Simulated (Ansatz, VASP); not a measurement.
**LiB8 in VASP and in Ansatz**

```
CELL_PARAMETERS angstrom
5.82888 0.00000 0.00000
-2.91444 5.04796 0.00000
0.00000 0.00000 1.95996
ATOMIC_POSITIONS crystal
Li 0.00000 0.00000 0.50000
B 0.63607 0.81803 0.00000
B 0.66667 0.33333 0.50000
B 0.18197 0.81803 0.00000
B 0.18197 0.36393 0.00000
B 0.81803 0.63607 0.00000
B 0.81803 0.18197 0.00000
B 0.33333 0.66667 0.50000
B 0.36393 0.18197 0.00000
```

Alike in both runs: functional PBE; dispersion D3(BJ); k mesh 9 × 9 × 18; occupations gaussian, width 0.1 eV; no spin polarisation.

Ansatz relaxed the structure, and its values are those at the end. VASP's run is a single point on that final structure, the one shown.

|  | VASP | Ansatz |
| --- | --- | --- |
| version | VASP 6.6.1 | Ansatz 0.2.0 |
| potentials or method | VASP PAW PBE potentials, release 64 (Li_sv, B), cutoff 520 eV | scalar-relativistic, plane waves, PAW |
| valence electrons in the cell | 27 | 27 |

|  | VASP | Ansatz | Ansatz less VASP |
| --- | --- | --- | --- |
| gap on the k mesh at the Fermi level (eV) | none | none | - |
| rms of the force components (eV/Å) | 0.011 | 0.000 | -0.0107 |

A gap of «none» marks a metal or a gap that the smearing closes.

Noted on VASP's run: the cutoff is short for stress, so the pressure is rough.
